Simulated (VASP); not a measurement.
Wanted: the native input for a VASP 6.6.1 run.

| Quantity | Value |
| --- | --- |
| Task | single point |
| Functional | r2SCAN |
| Potentials or basis | VASP PAW PBE potentials, release 64 (Cd, S) |
| Cutoff | 520 eV |
| k mesh | 6 × 6 × 2 |
| Occupations | gaussian, width 0.01 eV |
| Spin | no spin polarisation |
| Dipole correction | no |
| Further INCAR settings | ALGO = Normal; EDIFF = 1e-06; NBANDS = 26 |

CdS (Greenockite):

```
CELL_PARAMETERS angstrom
4.15000 0.00000 0.00000
-2.07500 3.59401 0.00000
0.00000 0.00000 6.73700
ATOMIC_POSITIONS crystal
Cd 0.33333 0.66667 0.00000
Cd 0.66667 0.33333 0.50000
S 0.33333 0.66667 0.37500
S 0.66667 0.33333 0.87500
```

One way to write it, as run:

POSCAR

```
CdS
1.0
    4.1500000000      0.0000000000      0.0000000000
   -2.0750000000      3.5940054257      0.0000000000
    0.0000000000      0.0000000000      6.7370000000
Cd S
2 2
Direct
    0.3333333333      0.6666666667      0.0000000000
    0.6666666667      0.3333333333      0.5000000000
    0.3333333333      0.6666666667      0.3750000000
    0.6666666667      0.3333333333      0.8750000000
```

INCAR.step1

```
SYSTEM = CdS
PREC = Accurate ; ENCUT = 520
ISMEAR = 0 ; SIGMA = 0.01
LREAL = .False. ; LASPH = .True.
NELM = 60 ; NBANDS = 26
GGA = PE ; ALGO = Normal
EDIFF = 1E-4 ; LWAVE = .True.
LCHARG = .False.
```

INCAR.step2

```
SYSTEM = CdS
PREC = Accurate ; ENCUT = 520
EDIFF = 1E-6 ; ISMEAR = 0
SIGMA = 0.01 ; LREAL = .False.
LASPH = .True. ; NELM = 60
ALGO = Normal ; ISIF = 2
LWAVE = .False. ; LCHARG = .False.
METAGGA = R2SCAN ; LMIXTAU = .True.
NBANDS = 26 ; ISTART = 1
```

KPOINTS

```
regular mesh
0
Gamma
  6 6 2
  0 0 0
```

Potentials or basis: VASP PAW PBE potentials, release 64 (Cd, S).

Command:

```bash
$ cat potpaw_PBE.64/Cd/POTCAR potpaw_PBE.64/S/POTCAR > POTCAR
$ cp INCAR.step1 INCAR
$ mpirun -np 1 vasp_std > vasp.out
$ cp INCAR.step2 INCAR
$ mpirun -np 1 vasp_std > vasp.out
```

Results of the run:

* Pressure: 1.0 GPa
* Largest force: 0.071 eV/Å
* Band gap on the k mesh: 1.65 eV, direct

Caveat: the k points lie up to 0.47 Å⁻¹ apart; the PAW data sets were made with another functional, which shifts forces and pressure a little.

Run time: 84 s on 1 thread of AMD EPYC 9R45 96-Core Processor (Zen 5) (shared host), peak memory 0.2 GiB.
